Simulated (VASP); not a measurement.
# MgO (P6_3mc) in VASP: further runs, part 2 of 2

VASP 6.6.1.

**5. Single point, PBEsol**

This run uses another cell than the first one, of 12.28 Å³/atom, 1.112 times its volume.

The input, INCAR:

```
SYSTEM = MgO
PREC = Accurate
ENCUT = 520
EDIFF = 1E-7
ISMEAR = 0
SIGMA = 0.05
LREAL = .FALSE.
LASPH = .TRUE.
NELM = 100
ALGO = Normal
ISIF = 2
LWAVE = .FALSE.
LCHARG = .FALSE.
GGA = PS
NBANDS = 16
```

The input, KPOINTS:

```
regular mesh
0
G
  9 9 6
  0 0 0
```

The input, POSCAR:

```
MgO
1.0
    3.3613000000      0.0000000000      0.0000000000
   -1.6806500000      2.9109711897      0.0000000000
    0.0000000000      0.0000000000      5.0193879762
Mg O
2 2
Direct
    0.3333333333      0.6666666667      0.0036583380
    0.6666666667      0.3333333333      0.5036583380
    0.3333333333      0.6666666667      0.4009416620
    0.6666666667      0.3333333333      0.9009416620
```

On the command line:

```sh
$ cat potpaw_PBE.64/Mg/POTCAR potpaw_PBE.64/O/POTCAR > POTCAR
$ mpirun -np 1 vasp_std > vasp.out
```

It took 42 s on 1 thread of Intel Xeon Platinum 8259CL at 2.50GHz (Skylake/Cascade Lake), shared host; peak memory 0.19 GiB.

The run converged. Its results:

```yaml
Free_energy: -24.5203 eV
Pressure: -4.4 GPa
Largest_force: 0.127 eV/Å
Band_gap_on_the_k_mesh: 3.14 eV, direct
```

Forces on the atoms (eV/Å):
```
Mg   0.000  0.000 -0.127
Mg   0.000  0.000 -0.127
O    0.000  0.000  0.127
O    0.000  0.000  0.127
```

Stress tensor (GPa, compression positive):
```
-5.59  0.00  0.00
 0.00 -5.59  0.00
 0.00  0.00 -2.01
```

Levels at points of the mesh, in eV from the valence-band top:
```
           k point  band 5  band 6  band 7  band 8  band 9  band 10  band 11  band 12
(0.00, 0.00, 0.00)   -0.77   -0.42   -0.42    0.00    3.14     8.09     9.97    13.59
(0.00, 0.00, 0.50)   -0.60   -0.60   -0.60   -0.60    5.64     5.64    12.83    12.83
```

Caveat: the PAW data sets were made with another functional, which shifts forces and pressure a little. A k mesh can miss the band edges.

**6. Single point, PBEsol**

This run uses another cell than the first one, of 12.35 Å³/atom, 1.118 times its volume.

The input, INCAR:

```
PREC     = Accurate       # precision mode
ENCUT    = 520            # plane-wave cutoff, eV
EDIFF    = 1E-7           # SCF threshold, eV
ISMEAR   = 0              # smearing method
SIGMA    = 0.05           # smearing width, eV
LREAL    = False          # projectors in reciprocal space
LASPH    = True           # aspherical terms in the spheres
NELM     = 80             # most SCF steps
ALGO     = Normal         # electronic algorithm
ISIF     = 2              # what is computed and relaxed
LWAVE    = False          # write WAVECAR
LCHARG   = False          # write CHGCAR
GGA      = PS             # functional
NBANDS   = 16             # bands
```

The input, KPOINTS:

```
Automatic mesh
0
Gamma
  9 9 6
```

The input, POSCAR:

```
MgO
1.0
    3.4769000000      0.0000000000      0.0000000000
   -1.7384500000      3.0110837264      0.0000000000
    0.0000000000      0.0000000000      4.7182000000
Mg O
2 2
Direct
    0.3333333333      0.6666666667      0.0036583380
    0.6666666667      0.3333333333      0.5036583380
    0.3333333333      0.6666666667      0.4009416620
    0.6666666667      0.3333333333      0.9009416620
```

Potentials or basis: VASP PAW PBE potentials, release 64 (Mg, O).

On the command line:

```sh
$ cat potpaw_PBE.64/Mg/POTCAR potpaw_PBE.64/O/POTCAR > POTCAR
$ mpirun -np 1 vasp_std > vasp.out
```

OUTCAR:

```text
PREC = Accurate
   ENCUT = 520
   EDIFF = 1E-7
   ISMEAR = 0
   LREAL = False
   LASPH = True
   NELM = 80
   ISIF = 2
   GGA = PS

 ion  position               nearest neighbor table
   1  0.333  0.667  0.004-   3 1.87   4 2.07   4 2.07   4 2.07   2 3.10   2 3.10   2 3.10   2 3.10
                             2 3.10   2 3.10
   2  0.667  0.333  0.504-   4 1.87   3 2.07   3 2.07   3 2.07   1 3.10   1 3.10   1 3.10   1 3.10
                             1 3.10   1 3.10
   3  0.333  0.667  0.401-   1 1.87   2 2.07   2 2.07   2 2.07
[... 662 lines left out ...]
  --------------------------------------------------------------------------------------
  -------------------------------------------------------------------------------------
  Total       -3.3783567     -3.3783567      3.2507489      0.0000000      0.0000000     -0.0000000
  in kB     -109.5783373   -109.5783373    105.4393273      0.0000000      0.0000000     -0.0000000
  external PRESSURE =     -37.9057824 kB  Pullay stress =       0.0000000 kB

 VOLUME and BASIS-vectors are now :
 -----------------------------------------------------------------------------
  energy-cutoff  :      520.00
  volume of cell :       49.40
      direct lattice vectors                 reciprocal lattice vectors
     3.476900000  0.000000000  0.000000000     0.287612528  0.166053171  0.000000000
    -1.738450000  3.011083726  0.000000000     0.000000000  0.332106341  0.000000000
     0.000000000  0.000000000  4.718200000     0.000000000  0.000000000  0.211945233

 POSITION                                       TOTAL-FORCE (eV/Angst)
 -----------------------------------------------------------------------------------
     -0.00000      2.00739      0.01726        -0.000000     -0.000000     -1.363477
      1.73845      1.00369      2.37636        -0.000000     -0.000000     -1.363477
     -0.00000      2.00739      1.89172        -0.000000     -0.000000      1.363477
      1.73845      1.00369      4.25082         0.000000      0.000000      1.363477
 -----------------------------------------------------------------------------------
    total drift:                               -0.000000      0.000000     -0.000809

  FREE ENERGIE OF THE ION-ELECTRON SYSTEM (eV)
  ---------------------------------------------------
  free  energy   TOTEN  =       -24.2713069009 eV

  energy  without entropy=      -24.2713069009  energy(sigma->0) =      -24.27130690
```

OSZICAR:

```text
N       E                     dE             d eps       ncg     rms          rms(c)
DAV:   1     0.591424877589E+02    0.59142E+02   -0.74326E+03  1544   0.875E+02
DAV:   2    -0.241304029437E+02   -0.83273E+02   -0.76805E+02  2112   0.193E+02
DAV:   3    -0.281645241886E+02   -0.40341E+01   -0.40256E+01  1704   0.443E+01
DAV:   4    -0.281816934737E+02   -0.17169E-01   -0.17169E-01  1896   0.336E+00
DAV:   5    -0.281817830264E+02   -0.89553E-04   -0.89553E-04  1728   0.234E-01    0.109E+01
DAV:   6    -0.244006800784E+02    0.37811E+01   -0.10869E+01  1560   0.245E+01    0.395E+00
DAV:   7    -0.243090373853E+02    0.91643E-01   -0.18976E-01  1544   0.348E+00    0.216E+00
DAV:   8    -0.242734786598E+02    0.35559E-01   -0.11175E-01  1688   0.347E+00    0.514E-01
DAV:   9    -0.242707268408E+02    0.27518E-02   -0.72051E-03  1840   0.752E-01    0.117E-01
DAV:  10    -0.242712940728E+02   -0.56723E-03   -0.49913E-04  1568   0.192E-01    0.225E-02
DAV:  11    -0.242713050829E+02   -0.11010E-04   -0.38359E-05  1784   0.506E-02    0.102E-02
DAV:  12    -0.242713066790E+02   -0.15961E-05   -0.53484E-06  1576   0.211E-02    0.660E-03
DAV:  13    -0.242713071503E+02   -0.47127E-06   -0.96166E-07  1584   0.777E-03    0.433E-03
DAV:  14    -0.242713068796E+02    0.27072E-06   -0.36998E-07  1616   0.536E-03    0.517E-04
DAV:  15    -0.242713069009E+02   -0.21268E-07   -0.21777E-08   824   0.109E-03
   1 F= -.24271307E+02 E0= -.24271307E+02  d E =-.173568E-19
```

Run time: 46 s. Hardware: 1 thread of Intel Xeon Platinum 8259CL at 2.50GHz (Skylake/Cascade Lake), shared host; peak memory 0.18 GiB.

Results:

```yaml
Free_energy: -24.2713 eV
Pressure: -3.8 GPa
Largest_force: 1.363 eV/Å
Band_gap_on_the_k_mesh: 3.01 eV, direct
```

Forces in eV/Å, atoms in the order of the input:
```
Mg   0.000  0.000 -1.363
Mg   0.000  0.000 -1.363
O    0.000  0.000  1.363
O    0.000  0.000  1.363
```

Stress tensor (GPa, compression positive):
```
-10.96   0.00   0.00
  0.00 -10.96   0.00
  0.00   0.00  10.54
```

Caveat: the PAW data sets were made with another functional, which shifts forces and pressure a little.

**7. Summary**

```tsv
cell	gap on the mesh (eV)	pressure (GPa)	largest force (eV/Å)
a = 3.188, b = 3.188, c = 5.019 Å, angles 90.0, 90.0, 120.0°, 4 atoms	3.82	10.6	0.38
a = 3.303, b = 3.303, c = 5.220 Å, angles 90.0, 90.0, 120.0°, 4 atoms	3.21	-4.1	0.32
a = 3.246, b = 3.246, c = 5.421 Å, angles 90.0, 90.0, 120.0°, 4 atoms	3.28	-2.7	0.60
a = 3.361, b = 3.361, c = 5.019 Å, angles 90.0, 90.0, 120.0°, 4 atoms	3.14	-4.4	0.13
a = 3.477, b = 3.477, c = 4.718 Å, angles 90.0, 90.0, 120.0°, 4 atoms	3.01	-3.8	1.36
```

Alike in all rows: task single point; level PBEsol; potentials or basis VASP PAW PBE potentials, release 64 (Mg, O); no spin polarisation; k mesh 9 × 9 × 6; cutoff (eV) 520; smearing gaussian 0.05 eV.

Caveats: the PAW data sets were made with another functional, which shifts forces and pressure a little.

Absolute energies hang on the potentials; compare differences alone.
